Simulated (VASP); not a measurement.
A run of VASP 6.6.1:

Contents of INCAR:

```
PREC = Accurate
ENCUT = 520
EDIFF = 1E-6
ISMEAR = 0
SIGMA = 0.1
LREAL = F
LASPH = T
NELM = 80
ALGO = Fast
ISIF = 2
LWAVE = F
LCHARG = T
GGA = CA
LELF = T
LVHAR = T
ISYM = 0
NBANDS = 19
```

File KPOINTS:

```
regular mesh
0
Gamma
  11 6 14
```

The input POSCAR:

```
Zr
1.0
    3.1427549151      0.0000000000      0.0000000000
   -1.5713774576      5.7734295449      0.0000000000
    1.5713774576      1.2830643008      2.4002973446
Zr
2
Direct
    0.0833333333      0.7500000000      0.5833333333
    0.9166666667      0.2500000000      0.4166666667
```

Potentials or basis: VASP PAW LDA potentials, release 64 (Zr_sv).

Run with:

```bash
$ cat potpaw_LDA.64/Zr_sv/POTCAR > POTCAR
$ mpirun -np 1 vasp_std > vasp.out
```

Hardware: 1 thread of AMD EPYC 7R13 (shared host).

**Question.** How long does it take, and how much memory?

**Answer.** It took 16 min on 1 thread of AMD EPYC 7R13 (shared host), peak memory 0.37 GiB. Counts: scf iterations 19, k points 464.
